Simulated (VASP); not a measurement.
# AlN (F-43m) in VASP: notebook

The runs below take AlN through single point, with PBE.

Everything below comes from runs of VASP 6.6.1. Logs are shortened: lines on timing, memory, paths and dates and some standing lists are left out, and cuts for length are marked.

## (1) The cell of the first run

Symmetry: F-43m, No. 216, cubic system. The conventional cell has a = 4.403 Å, b = 4.403 Å, c = 4.403 Å, α = 90.00°, β = 90.00°, γ = 90.00°. Al (site symmetry -43m) has 4 N at 1.91 Å within 2.5 Å. Within 2.5 Å of N (site symmetry -43m) lie 4 Al at 1.91 Å.

## (2) Single point, PBE

INCAR

```
  PREC = Accurate
  ENCUT = 520
  EDIFF = 1E-6
  ISMEAR = 0
  SIGMA = 0.02
  LREAL = F
  LASPH = T
  NELM = 100
  ALGO = Normal
  ISIF = 2
  LWAVE = F
  LCHARG = T
  GGA = PE
  LELF = T
  LVHAR = T
  NBANDS = 11
```

KPOINTS

```
Automatic mesh
0
Gamma
  10 10 10
```

POSCAR

```
AlN
1.0
    0.0000000000      2.2012588983      2.2012588983
    2.2012588983      0.0000000000      2.2012588983
    2.2012588983      2.2012588983      0.0000000000
Al N
1 1
Direct
    0.0000000000      0.0000000000      0.0000000000
    0.7500000000      0.7500000000      0.7500000000
```

Potentials or basis: VASP PAW PBE potentials, release 64 (Al, N).

Started as:

```
cat potpaw_PBE.64/Al/POTCAR potpaw_PBE.64/N/POTCAR > POTCAR
mpirun -np 1 vasp_std > vasp.out
```

OUTCAR:

```text
PREC = Accurate
   ENCUT = 520
   EDIFF = 1E-6
   ISMEAR = 0
   LREAL = F
   LASPH = T
   NELM = 100
   ISIF = 2
   GGA = PE

 ion  position               nearest neighbor table
   1  0.000  0.000  0.000-   2 1.91   2 1.91   2 1.91   2 1.91
   2  0.750  0.750  0.750-   1 1.91   1 1.91   1 1.91   1 1.91

  LATTYP: Found a face centered cubic cell.
 ALAT       =     4.4025177966

  Lattice vectors:

 A1 = (   0.0000000000,   2.2012588983,   2.2012588983)
 A2 = (   2.2012588983,   0.0000000000,   2.2012588983)
 A3 = (   2.2012588983,   2.2012588983,   0.0000000000)

Analysis of symmetry for initial positions (statically):
=====================================================================
 Subroutine PRICEL returns:
 Original cell was already a primitive cell.

 Routine SETGRP: Setting up the symmetry group for a
 face centered cubic supercell.

 Subroutine GETGRP returns: Found 24 space group operations
 (whereof 24 operations were pure point group operations)
 out of a pool of 48 trial point group operations.

The static configuration has the point symmetry T_d .

Analysis of symmetry for dynamics (positions and initial velocities):
=====================================================================
 Subroutine PRICEL returns:
 Original cell was already a primitive cell.

 Routine SETGRP: Setting up the symmetry group for a
 face centered cubic supercell.

 Subroutine GETGRP returns: Found 24 space group operations
 (whereof 24 operations were pure point group operations)
 out of a pool of 48 trial point group operations.

The dynamic configuration has the point symmetry T_d .

 Subroutine INISYM returns: Found 24 space group operations
 (whereof 24 operations are pure point group operations),
 and found     1 'primitive' translations

----------------------------------------------------------------------------------------

                                     Primitive cell

  volume of cell :      21.3326

  direct lattice vectors                    reciprocal lattice vectors
     0.000000000  2.201258898  2.201258898    -0.227142750  0.227142750  0.227142750
     2.201258898  0.000000000  2.201258898     0.227142750 -0.227142750  0.227142750
     2.201258898  2.201258898  0.000000000     0.227142750  0.227142750 -0.227142750

  length of vectors
     3.113050188  3.113050188  3.113050188     0.393422784  0.393422784  0.393422784

  position of ions in fractional coordinates (direct lattice)
     0.000000000  0.000000000  0.000000000
     0.750000000  0.750000000  0.750000000

  ion indices of the primitive-cell ions
   primitive index   ion index
                 1           1
                 2           2

[... 84 lines left out ...]
   EMIN   =  10.00;   EMAX   =-10.00  energy-range for DOS
   EFERMI =   0.00;   METHOD = LEGACY
   ISMEAR =     0;   SIGMA  =   0.02  broadening in eV -4-tet -1-fermi 0-gaus
   EFERMI_NEDOS =   21; number of points for ismear=-14 and -15
   IALGO  =     38    algorithm
   IMIX   =      4    mixing-type and parameters
     AMIX     =   0.40;   BMIX     =  1.00
     AMIX_MAG =   1.60;   BMIX_MAG =  1.00
  volume/ion in A,a.u.               =      10.67        71.98
  Fermi-wavevector in a.u.,A,eV,Ry     =   1.180566  2.230947 18.962939  1.393737
  Thomas-Fermi vector in A             =   2.316856
   LORBIT       =      0    0 simple, 1 ext, 2 COOP (PROOUT), +10 PAW based schemes
   GGA     = PE    functional components
   LHFCALC =     F    Hartree Fock is set to
   AEXX    =    0.0000 exact exchange contribution
   IVDW    =     0    specifies the selected vdW correction
   LEPSILON=     F    determine dielectric tensor
   LRPA    =     F    only Hartree local field effects (RPA)
 non-spin polarized calculation
 Gauss-broadening in eV      SIGMA  =   0.02
  energy-cutoff  :      520.00
  volume of cell :       21.33
 maximum number of plane-waves:       589
   NGX = 11   NGY = 11   NGZ = 11

 number of electron       8.0000001 magnetization

 Free energy of the ion-electron system (eV)
  ---------------------------------------------------
  ext. energy  EPLUGINS =         0.00000000
  ---------------------------------------------------
  free energy    TOTEN  =       -14.84743839 eV

  energy without entropy =      -14.84743839  energy(sigma->0) =      -14.84743839

 E-fermi :   5.9351     XC(G=0): -10.8310

 val. band max:        5.7492530417   @ k =   0.0000   0.0000   0.0000
 cond. band min:       9.0544088135   @ k =   0.5000   0.5000   0.0000
 fundamental gap:      3.3051557718
 Fermi energy:         5.9351120653

 k-point     1 :       0.0000    0.0000    0.0000
  band No.  band energies     occupation
      1      -9.0958      2.00000
      2       5.7493      2.00000
      3       5.7493      2.00000
      4       5.7493      2.00000
      5       9.7375      0.00000
      6      18.0773      0.00000
      7      18.0773      0.00000
      8      18.0773      0.00000
      9      23.2493      0.00000
     10      23.2493      0.00000
     11      24.6057      0.00000
[... 309 lines left out ...]
 k-point    24 :       0.4000    0.3000    0.0000
  band No.  band energies     occupation
      1      -7.1527      2.00000
      2       1.6485      2.00000
      3       4.0731      2.00000
      4       4.3662      2.00000
      5      10.6120      0.00000
      6      15.1244      0.00000
      7      17.7243      0.00000
      8      20.0789      0.00000
      9      20.5707      0.00000
     10      26.7919      0.00000
     11      28.9054      0.00000

 [... further k-points ...]

------------------------ aborting loop because EDIFF is reached ----------------------------------------

  FORCE on cell =-STRESS in cart. coord.  units (eV):
  Direction    XX          YY          ZZ          XY          YZ          ZX
  --------------------------------------------------------------------------------------
  -------------------------------------------------------------------------------------
  Total       -0.0263321     -0.0263321     -0.0263321      0.0000000     -0.0000000      0.0000000
  in kB       -1.9776646     -1.9776646     -1.9776646      0.0000000     -0.0000000      0.0000000
  external PRESSURE =      -1.9776646 kB  Pullay stress =       0.0000000 kB

 VOLUME and BASIS-vectors are now :
 -----------------------------------------------------------------------------
  energy-cutoff  :      520.00
  volume of cell :       21.33
      direct lattice vectors                 reciprocal lattice vectors
     0.000000000  2.201258898  2.201258898    -0.227142750  0.227142750  0.227142750
     2.201258898  0.000000000  2.201258898     0.227142750 -0.227142750  0.227142750
     2.201258898  2.201258898  0.000000000     0.227142750  0.227142750 -0.227142750

 POSITION                                       TOTAL-FORCE (eV/Angst)
 -----------------------------------------------------------------------------------
      0.00000      0.00000      0.00000        -0.000000     -0.000000     -0.000000
      3.30189      3.30189      3.30189         0.000000      0.000000      0.000000
 -----------------------------------------------------------------------------------
    total drift:                               -0.000000     -0.000000     -0.000000

  FREE ENERGIE OF THE ION-ELECTRON SYSTEM (eV)
  ---------------------------------------------------
  free  energy   TOTEN  =       -14.8474383911 eV

  energy  without entropy=      -14.8474383911  energy(sigma->0) =      -14.84743839
```

OSZICAR:

```text
N       E                     dE             d eps       ncg     rms          rms(c)
DAV:   1     0.118236717934E+02    0.11824E+02   -0.38639E+03  1066   0.603E+02
DAV:   2    -0.161969516368E+02   -0.28021E+02   -0.26676E+02  1247   0.138E+02
DAV:   3    -0.171786782529E+02   -0.98173E+00   -0.98031E+00  1271   0.245E+01
DAV:   4    -0.171838345705E+02   -0.51563E-02   -0.51560E-02  1189   0.193E+00
DAV:   5    -0.171838978953E+02   -0.63325E-04   -0.63324E-04  1253   0.205E-01    0.851E+00
DAV:   6    -0.148560306921E+02    0.23279E+01   -0.11946E+01  1212   0.172E+01    0.280E+00
DAV:   7    -0.148539871577E+02    0.20435E-02   -0.15920E-01  1154   0.318E+00    0.203E+00
DAV:   8    -0.148488685616E+02    0.51186E-02   -0.29148E-02  1124   0.161E+00    0.590E-01
DAV:   9    -0.148473806447E+02    0.14879E-02   -0.42331E-03  1244   0.386E-01    0.234E-01
DAV:  10    -0.148474274584E+02   -0.46814E-04   -0.44395E-04  1130   0.136E-01    0.170E-02
DAV:  11    -0.148474385836E+02   -0.11125E-04   -0.11643E-05  1226   0.254E-02    0.168E-02
DAV:  12    -0.148474383911E+02    0.19245E-06   -0.59476E-07   679   0.573E-03
   1 F= -.14847438E+02 E0= -.14847438E+02  d E =-.105744E-41
```

stdout:

```text
POSCAR found type information on POSCAR AlN
 POSCAR found :  2 types and       2 ions
 scaLAPACK will be used
 LDA part: xc-table for (Slater+PW92), standard interpolation
 POSCAR, INCAR and KPOINTS ok, starting setup
 FFT: planning ... GRIDC
 FFT: planning ... GRID_SOFT
 FFT: planning ... GRID
 WAVECAR not read
 entering main loop
```

It took 14 s on 1 thread of AMD EPYC 7R13, shared host; peak memory 0.11 GiB.

What came out:

```yaml
Free_energy: -14.8474 eV
Pressure: -0.2 GPa
Band_gap_on_the_k_mesh: 3.31 eV, indirect (least direct gap 3.99 eV)
```

Levels at points of the mesh, in eV from the valence-band top:
```tsv
k point	band 1	band 2	band 3	band 4	band 5	band 6	band 7	band 8
(0.00, 0.00, 0.00)	-14.85	0.00	0.00	0.00	3.99	12.33	12.33	12.33
(0.50, 0.00, 0.00)	-12.87	-5.76	-0.48	-0.48	7.17	9.70	11.00	11.00
(0.50, 0.50, 0.00)	-12.25	-4.83	-1.75	-1.75	3.31	8.47	13.64	15.44
```

## (3) Single point, PBE

INCAR

```
PREC = Accurate
ENCUT = 520
EDIFF = 1E-6
ISMEAR = 0
SIGMA = 0.05
LREAL = F
LASPH = T
NELM = 100
ALGO = Normal
ISIF = 2
LWAVE = F
LCHARG = F
GGA = PE
NBANDS = 11
```

KPOINTS

```
regular mesh
0
Gamma
  10 10 10
```

POSCAR is that of step 2.

Potentials or basis: VASP PAW PBE potentials, release 64 (Al, N).

Started as:

```
cat potpaw_PBE.64/Al/POTCAR potpaw_PBE.64/N/POTCAR > POTCAR
mpirun -np 1 vasp_std > vasp.out
```

OUTCAR:

```text
PREC = Accurate
   ENCUT = 520
   EDIFF = 1E-6
   ISMEAR = 0
   LREAL = F
   LASPH = T
   NELM = 100
   ISIF = 2
   GGA = PE

 ion  position               nearest neighbor table
   1  0.000  0.000  0.000-   2 1.91   2 1.91   2 1.91   2 1.91
   2  0.750  0.750  0.750-   1 1.91   1 1.91   1 1.91   1 1.91

  LATTYP: Found a face centered cubic cell.
 ALAT       =     4.4025177966

  Lattice vectors:

 A1 = (   0.0000000000,   2.2012588983,   2.2012588983)
 A2 = (   2.2012588983,   0.0000000000,   2.2012588983)
 A3 = (   2.2012588983,   2.2012588983,   0.0000000000)

Analysis of symmetry for initial positions (statically):
=====================================================================
 Subroutine PRICEL returns:
 Original cell was already a primitive cell.

 Routine SETGRP: Setting up the symmetry group for a
 face centered cubic supercell.

 Subroutine GETGRP returns: Found 24 space group operations
 (whereof 24 operations were pure point group operations)
 out of a pool of 48 trial point group operations.

The static configuration has the point symmetry T_d .

Analysis of symmetry for dynamics (positions and initial velocities):
[... 165 lines left out ...]

 k-point     1 :       0.0000    0.0000    0.0000
  band No.  band energies     occupation
      1      -9.0958      2.00000
      2       5.7493      2.00000
      3       5.7493      2.00000
      4       5.7493      2.00000
      5       9.7375      0.00000
      6      18.0773      0.00000
      7      18.0773      0.00000
      8      18.0773      0.00000
      9      23.2493      0.00000
     10      23.2493      0.00000
     11      24.6057      0.00000
[... 309 lines left out ...]
 k-point    24 :       0.4000    0.3000    0.0000
  band No.  band energies     occupation
      1      -7.1527      2.00000
      2       1.6485      2.00000
      3       4.0731      2.00000
      4       4.3662      2.00000
      5      10.6120      0.00000
      6      15.1244      0.00000
      7      17.7243      0.00000
      8      20.0789      0.00000
      9      20.5707      0.00000
     10      26.7919      0.00000
     11      28.9054      0.00000

 [... further k-points ...]
[... 5 lines left out ...]
  --------------------------------------------------------------------------------------
  -------------------------------------------------------------------------------------
  Total       -0.0263321     -0.0263321     -0.0263321      0.0000000     -0.0000000     -0.0000000
  in kB       -1.9776646     -1.9776646     -1.9776646      0.0000000     -0.0000000     -0.0000000
  external PRESSURE =      -1.9776646 kB  Pullay stress =       0.0000000 kB

 VOLUME and BASIS-vectors are now :
 -----------------------------------------------------------------------------
  energy-cutoff  :      520.00
  volume of cell :       21.33
      direct lattice vectors                 reciprocal lattice vectors
     0.000000000  2.201258898  2.201258898    -0.227142750  0.227142750  0.227142750
     2.201258898  0.000000000  2.201258898     0.227142750 -0.227142750  0.227142750
     2.201258898  2.201258898  0.000000000     0.227142750  0.227142750 -0.227142750

 POSITION                                       TOTAL-FORCE (eV/Angst)
 -----------------------------------------------------------------------------------
      0.00000      0.00000      0.00000         0.000000      0.000000      0.000000
      3.30189      3.30189      3.30189        -0.000000     -0.000000     -0.000000
 -----------------------------------------------------------------------------------
    total drift:                               -0.000000     -0.000000     -0.000000

  FREE ENERGIE OF THE ION-ELECTRON SYSTEM (eV)
  ---------------------------------------------------
  free  energy   TOTEN  =       -14.8474383912 eV

  energy  without entropy=      -14.8474383912  energy(sigma->0) =      -14.84743839
```

OSZICAR:

```text
N       E                     dE             d eps       ncg     rms          rms(c)
DAV:   1     0.118234168777E+02    0.11823E+02   -0.38639E+03  1066   0.603E+02
DAV:   2    -0.161969516368E+02   -0.28020E+02   -0.26676E+02  1247   0.138E+02
DAV:   3    -0.171786782529E+02   -0.98173E+00   -0.98031E+00  1271   0.245E+01
DAV:   4    -0.171838345705E+02   -0.51563E-02   -0.51560E-02  1189   0.193E+00
DAV:   5    -0.171838978953E+02   -0.63325E-04   -0.63324E-04  1253   0.205E-01    0.851E+00
DAV:   6    -0.148560306921E+02    0.23279E+01   -0.11946E+01  1212   0.172E+01    0.280E+00
DAV:   7    -0.148539871577E+02    0.20435E-02   -0.15920E-01  1154   0.318E+00    0.203E+00
DAV:   8    -0.148488685617E+02    0.51186E-02   -0.29148E-02  1124   0.161E+00    0.590E-01
DAV:   9    -0.148473806447E+02    0.14879E-02   -0.42331E-03  1244   0.386E-01    0.234E-01
DAV:  10    -0.148474274584E+02   -0.46814E-04   -0.44395E-04  1130   0.136E-01    0.170E-02
DAV:  11    -0.148474385836E+02   -0.11125E-04   -0.11643E-05  1226   0.254E-02    0.168E-02
DAV:  12    -0.148474383912E+02    0.19239E-06   -0.59476E-07   679   0.573E-03
   1 F= -.14847438E+02 E0= -.14847438E+02  d E =-.116945E-21
```

It took 13 s on 1 thread of AMD EPYC 7R13, shared host; peak memory 0.11 GiB.

What came out:

```yaml
Free_energy: -14.8474 eV
Pressure: -0.2 GPa
Band_gap_on_the_k_mesh: 3.31 eV, indirect (least direct gap 3.99 eV)
```

Levels at points of the mesh, in eV from the valence-band top:
| k point | band 2 | band 3 | band 4 | band 5 | band 6 | band 7 |
| --- | --- | --- | --- | --- | --- | --- |
| (0.00, 0.00, 0.00) | 0.00 | 0.00 | 0.00 | 3.99 | 12.33 | 12.33 |
| (0.50, 0.00, 0.00) | -5.76 | -0.48 | -0.48 | 7.17 | 9.70 | 11.00 |
| (0.50, 0.50, 0.00) | -4.83 | -1.75 | -1.75 | 3.31 | 8.47 | 13.64 |

A k mesh can miss the band edges. A hybrid or GW would open this gap; PBE tends to underestimate it.
